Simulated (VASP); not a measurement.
# Ir (P6_3/mmc) in VASP: single point with PBEsol

Aim: the single point of Ir with PBEsol.

Everything below comes from runs of VASP 6.6.1. Logs are shortened: lines on timing, memory, paths and dates and some standing lists are left out, and cuts for length are marked.

## 1. The cell of the first run

The structure is hexagonal, space group P6_3/mmc (No. 194). The conventional cell has a = 2.751 Å, b = 2.751 Å, c = 4.462 Å, α = 90.00°, β = 90.00°, γ = 120.00°. Within 3.6 Å of Ir (site symmetry -6m2) lie 12 Ir at 2.74 to 2.75 Å.

This isn't the form of Ir at room conditions, which is fcc.

## 2. Single point, PBEsol

The input, INCAR:

```
SYSTEM = Ir
  ALGO = Normal
  EDIFF = 1E-6
  ENCUT = 500
  GGA = PS
  GGA_COMPAT = .FALSE.
  ISIF = 2
  ISMEAR = 1
  LASPH = .TRUE.
  LCHARG = .FALSE.
  LREAL = .FALSE.
  LWAVE = .FALSE.
  NBANDS = 26
  NELM = 120
  PREC = Accurate
  SIGMA = 0.1
```

The input, KPOINTS:

```
k-points
0
G
  4 8 4
  0 0 0
```

The input, POSCAR:

```
Ir
1.0
    5.5027557791      0.0000000005      0.0000000000
   -1.3756889496      2.3827631503      0.0000000000
    0.0000000000      0.0000000000      4.4622900000
Ir
4
Direct
    0.3333333350      0.3333333350      0.7500000000
    0.1666666650      0.6666666650      0.2500000000
    0.8333333350      0.3333333350      0.7500000000
    0.6666666650      0.6666666650      0.2500000000
```

Potentials or basis: VASP PAW PBE potentials, release 64 (Ir).

Command:

```console
$ cat potpaw_PBE.64/Ir/POTCAR > POTCAR
$ mpirun -np 1 vasp_std > vasp.out
```

OUTCAR:

```text
SYSTEM = Ir
   EDIFF = 1E-6
   ENCUT = 500
   GGA = PS
   ISIF = 2
   ISMEAR = 1
   LASPH = .TRUE.
   LREAL = .FALSE.
   NELM = 120
   PREC = Accurate

 ion  position               nearest neighbor table
   1  0.333  0.333  0.750-   4 2.74   4 2.74   2 2.74   2 2.74   2 2.74   2 2.74   3 2.75   3 2.75
                             3 2.75   3 2.75
   2  0.167  0.667  0.250-   3 2.74   3 2.74   1 2.74   1 2.74   1 2.74   1 2.74   4 2.75   4 2.75
                             4 2.75   4 2.75
   3  0.833  0.333  0.750-   2 2.74   2 2.74   4 2.74   4 2.74   4 2.74   4 2.74   1 2.75   1 2.75
                             1 2.75   1 2.75
   4  0.667  0.667  0.250-   1 2.74   1 2.74   3 2.74   3 2.74   3 2.74   3 2.74   2 2.75   2 2.75
                             2 2.75   2 2.75

  Warning from LATTYP: Monoclinic adjustment (A1->A3, A2->A1, A3->A2)!
  LATTYP: Found a simple orthorhombic cell.
 ALAT       =     2.7513778942
 B/A-ratio  =     1.6218382831
 C/A-ratio  =     1.7320508037

  Lattice vectors:

 A1 = (  -1.3756889496,   2.3827631503,   0.0000000000)
 A2 = (   0.0000000000,   0.0000000000,   4.4622900000)
 A3 = (   4.1270668295,   2.3827631508,   0.0000000000)

Analysis of symmetry for initial positions (statically):
=====================================================================
 Subroutine PRICEL returns following result:

  LATTYP: Found a hexagonal cell.
 ALAT       =     2.7513778896
 C/A-ratio  =     1.6218382858

  Lattice vectors:

 A1 = (   2.7513778896,   0.0000000003,   0.0000000000)
 A2 = (  -1.3756889496,   2.3827631503,   0.0000000000)
 A3 = (   0.0000000000,   0.0000000000,   4.4622900000)

   2 primitive cells build up your supercell.

 Routine SETGRP: Setting up the symmetry group for a
 simple orthorhombic supercell.

 Subroutine GETGRP returns: Found  8 space group operations
 (whereof  4 operations were pure point group operations)
 out of a pool of  8 trial point group operations.

The static configuration has the point symmetry C_2h.
 The point group associated with its full space group is D_2h.

Analysis of symmetry for dynamics (positions and initial velocities):
=====================================================================
 Subroutine PRICEL returns following result:

  LATTYP: Found a hexagonal cell.
 ALAT       =     2.7513778896
 C/A-ratio  =     1.6218382858

  Lattice vectors:

 A1 = (   2.7513778896,   0.0000000003,   0.0000000000)
 A2 = (  -1.3756889496,   2.3827631503,   0.0000000000)
 A3 = (   0.0000000000,   0.0000000000,   4.4622900000)

   2 primitive cells build up your supercell.

 Routine SETGRP: Setting up the symmetry group for a
 simple orthorhombic supercell.

 Subroutine GETGRP returns: Found  8 space group operations
 (whereof  4 operations were pure point group operations)
 out of a pool of  8 trial point group operations.

The dynamic configuration has the point symmetry C_2h.
 The point group associated with its full space group is D_2h.

 Subroutine INISYM returns: Found  8 space group operations
 (whereof  4 operations are pure point group operations),
 and found     2 'primitive' translations

----------------------------------------------------------------------------------------

                                     Primitive cell

  volume of cell :      29.2542

  direct lattice vectors                    reciprocal lattice vectors
     2.751377890  0.000000000  0.000000000     0.363454255  0.209840412  0.000000000
    -1.375688950  2.382763150  0.000000000    -0.000000000  0.419680823  0.000000000
     0.000000000  0.000000000  4.462290000     0.000000000  0.000000000  0.224100182

  length of vectors
     2.751377890  2.751377894  4.462290000     0.419680824  0.419680823  0.224100182

  position of ions in fractional coordinates (direct lattice)
     0.666666670  0.333333335  0.750000000
     0.333333330  0.666666665  0.250000000

  ion indices of the primitive-cell ions
   primitive index   ion index
                 1           1
                 2           2

----------------------------------------------------------------------------------------

 KPOINTS: k-points

Automatic generation of k-mesh.
 Grid dimensions read from file:
 generate k-points for:    4    8    4

 Generating k-lattice:

  Cartesian coordinates                     Fractional coordinates (reciprocal lattice)
     0.045431782  0.026230052  0.000000000     0.250000000 -0.000000000  0.000000000
    -0.000000000  0.052460103  0.000000000     0.000000000  0.125000000  0.000000000
     0.000000000  0.000000000  0.056025045     0.000000000  0.000000000  0.250000000

  Length of vectors
     0.052460103  0.052460103  0.056025045

  Shift w.r.t. Gamma in fractional coordinates (k-lattice)
     0.000000000  0.000000000  0.000000000

 Subroutine IBZKPT returns following result:
 ===========================================

 Found     39 irreducible k-points:

 Following reciprocal coordinates:
            Coordinates               Weight
  0.000000  0.000000  0.000000      1.000000
  0.250000  0.000000  0.000000      2.000000
  0.500000  0.000000  0.000000      1.000000
  0.000000  0.125000  0.000000      4.000000
  0.250000  0.125000  0.000000      4.000000
  0.000000  0.250000  0.000000      4.000000
[... 16 lines left out ...]
  0.500000  0.375000  0.250000      8.000000
  0.000000  0.500000  0.250000      2.000000
 [... further k-points ...]
   k-points           NKPTS =     39   k-points in BZ     NKDIM =     39   number of bands    NBANDS=     26
   number of dos      NEDOS =    301   number of ions     NIONS =      4
   total plane-waves  NPLWV =  28800
   dimension x,y,z NGX =    40 NGY =   20 NGZ =   36
   dimension x,y,z NGXF=    80 NGYF=   40 NGZF=   72
   ions per type =               4
   NGX,Y,Z   is equivalent  to a cutoff of  12.08, 12.08, 13.41 a.u.
   NGXF,Y,Z  is equivalent  to a cutoff of  24.17, 24.17, 26.82 a.u.
 SYSTEM =  Ir
   PREC   = accura    normal or accurate (medium, high low for compatibility)
   ISTART =      0    job   : 0-new  1-cont  2-samecut
   ICHARG =      2    charge: 1-file 2-atom 10-const
   ISPIN  =      1    spin polarized calculation?
   LNONCOLLINEAR =      F non collinear calculations
   LSORBIT =      F    spin-orbit coupling
   LASPH  =      T    aspherical Exc in radial PAW
   ENCUT  =  500.0 eV  36.75 Ry    6.06 a.u.  10.03  5.02  8.14*2*pi/ulx,y,z
   NELM   =    120;   NELMIN=  2; NELMDL= -5     # of ELM steps
   EDIFF  = 0.1E-05   stopping-criterion for ELM
   LREAL  =      F    real-space projection
   EDIFFG = 0.1E-04   stopping-criterion for IOM
   NSW    =      0    number of steps for IOM
   IBRION =     -1    ionic relax: 0-MD 1-quasi-New 2-CG
   NFREE  =      0    steps in history (QN), initial steepest desc. (CG)
   ISIF   =      2    stress and relaxation
   ISYM   =      2    0-nonsym 1-usesym 2-fastsym
   POTIM  = 0.5000    time-step for ionic-motion
   TEBEG  =    0.0;   TEEND  =   0.0 temperature during run
   PSTRESS=    0.0 pullay stress
   NELECT =      36.0000    total number of electrons
   NUPDOWN=      -1.0000    fix difference up-down
   EMIN   =  10.00;   EMAX   =-10.00  energy-range for DOS
   EFERMI =   0.00;   METHOD = LEGACY
   ISMEAR =     1;   SIGMA  =   0.10  broadening in eV -4-tet -1-fermi 0-gaus
   EFERMI_NEDOS =   21; number of points for ismear=-14 and -15
   IALGO  =     38    algorithm
   IMIX   =      4    mixing-type and parameters
     AMIX     =   0.40;   BMIX     =  1.00
     AMIX_MAG =   1.60;   BMIX_MAG =  1.00
  volume/ion in A,a.u.               =      14.63        98.71
  Fermi-wavevector in a.u.,A,eV,Ry     =   1.392417  2.631287 26.379323  1.938826
  Thomas-Fermi vector in A             =   2.516162
   LORBIT       =      0    0 simple, 1 ext, 2 COOP (PROOUT), +10 PAW based schemes
   GGA     = PS    functional components
   LHFCALC =     F    Hartree Fock is set to
   AEXX    =    0.0000 exact exchange contribution
   IVDW    =     0    specifies the selected vdW correction
   LEPSILON=     F    determine dielectric tensor
   LRPA    =     F    only Hartree local field effects (RPA)
 non-spin polarized calculation
 Methfessel and Paxton  Order N= 1 SIGMA  =   0.10
  energy-cutoff  :      500.00
  volume of cell :       58.51
 maximum number of plane-waves:      1510
   NGX = 19   NGY = 11   NGZ = 17

 number of electron      36.0000000 magnetization

 Free energy of the ion-electron system (eV)
  ---------------------------------------------------
  ext. energy  EPLUGINS =         0.00000000
  ---------------------------------------------------
  free energy    TOTEN  =       -38.80402805 eV

  energy without entropy =      -38.79048897  energy(sigma->0) =      -38.79951502

 E-fermi :   9.7963     XC(G=0): -13.9050

 val. band max:        9.7782721686   @ k =   0.0000   0.3750   0.2500
 cond. band min:       9.8032169133   @ k =   0.0000   0.3750   0.2500
 fundamental gap:      0.0249447447
 Fermi energy:         9.7963429008

 k-point     1 :       0.0000    0.0000    0.0000
  band No.  band energies     occupation
      1      -1.1580      2.00000
      2       1.9050      2.00000
      3       2.5231      2.00000
      4       2.5992      2.00000
      5       3.1764      2.00000
      6       5.8466      2.00000
[... 18 lines left out ...]
     25      16.5264      0.00000
     26      17.8033      0.00000

 k-point     2 :       0.2500    0.0000    0.0000
  band No.  band energies     occupation
      1      -0.5794      2.00000
      2       2.2203      2.00000
      3       2.4025      2.00000
      4       2.8221      2.00000
      5       3.5965      2.00000
      6       5.4070      2.00000
[... 18 lines left out ...]
     25      16.4818      0.00000
     26      17.6666      0.00000

 k-point     3 :       0.5000    0.0000    0.0000
  band No.  band energies     occupation
      1       0.8906      2.00000
      2       0.8906      2.00000
      3       3.1413      2.00000
      4       3.1413      2.00000
      5       4.8142      2.00000
      6       4.8142      2.00000
[... 572 lines left out ...]
 k-point    23 :       0.5000    0.3750    0.2500
  band No.  band energies     occupation
      1       2.2197      2.00000
      2       3.1826      2.00000
      3       3.7009      2.00000
      4       3.8180      2.00000
      5       4.0683      2.00000
      6       4.2646      2.00000
[... 18 lines left out ...]
     25      17.5931      0.00000
     26      19.1764      0.00000

 k-point    24 :       0.0000    0.5000    0.2500
  band No.  band energies     occupation
      1       2.0402      2.00000
      2       2.0402      2.00000
      3       2.6944      2.00000
      4       2.6944      2.00000
      5       4.1729      2.00000
      6       4.1729      2.00000
[... 18 lines left out ...]
     25      17.3996      0.00000
     26      17.3997      0.00000

 [... further k-points ...]

------------------------ aborting loop because EDIFF is reached ----------------------------------------

  FORCE on cell =-STRESS in cart. coord.  units (eV):
  Direction    XX          YY          ZZ          XY          YZ          ZX
  --------------------------------------------------------------------------------------
  -------------------------------------------------------------------------------------
  Total       -3.5697079     -3.5697771     -5.3806100      0.0000599      0.0000000      0.0000000
  in kB      -97.7517094    -97.7536026   -147.3408582      0.0016395      0.0000000      0.0000000
  external PRESSURE =    -114.2820568 kB  Pullay stress =       0.0000000 kB

 VOLUME and BASIS-vectors are now :
 -----------------------------------------------------------------------------
  energy-cutoff  :      500.00
  volume of cell :       58.51
      direct lattice vectors                 reciprocal lattice vectors
     5.502755779  0.000000001  0.000000000     0.181727127  0.104920206  0.000000000
    -1.375688950  2.382763150  0.000000000    -0.000000000  0.419680823  0.000000000
     0.000000000  0.000000000  4.462290000     0.000000000  0.000000000  0.224100182

 POSITION                                       TOTAL-FORCE (eV/Angst)
 -----------------------------------------------------------------------------------
      1.37569      0.79425      3.34672         0.000000      0.000000      0.000000
     -0.00000      1.58851      1.11557        -0.000000     -0.000000      0.000000
      4.12707      0.79425      3.34672         0.000000      0.000000     -0.000000
      2.75138      1.58851      1.11557        -0.000000     -0.000000     -0.000000
 -----------------------------------------------------------------------------------
    total drift:                               -0.000000      0.000000     -0.000000

  FREE ENERGIE OF THE ION-ELECTRON SYSTEM (eV)
  ---------------------------------------------------
  free  energy   TOTEN  =       -38.8040280525 eV

  energy  without entropy=      -38.7904889652  energy(sigma->0) =      -38.79951502
```

Wall time 33 s (1 thread of Intel Xeon Platinum 8488C (Sapphire Rapids), shared host); peak memory 0.19 GiB.

What came out:

| Quantity | Value |
| --- | --- |
| Free energy | -38.8040 eV |
| Pressure | -11.4 GPa |
| Band gap on the k mesh | zero (bands 18 and 19 overlap by 2.27 eV) |

Caveat: the cell stands under tension; the PAW data sets were made with another functional, which shifts forces and pressure a little; spin-orbit coupling is left out, which moves the levels of the heavy elements.
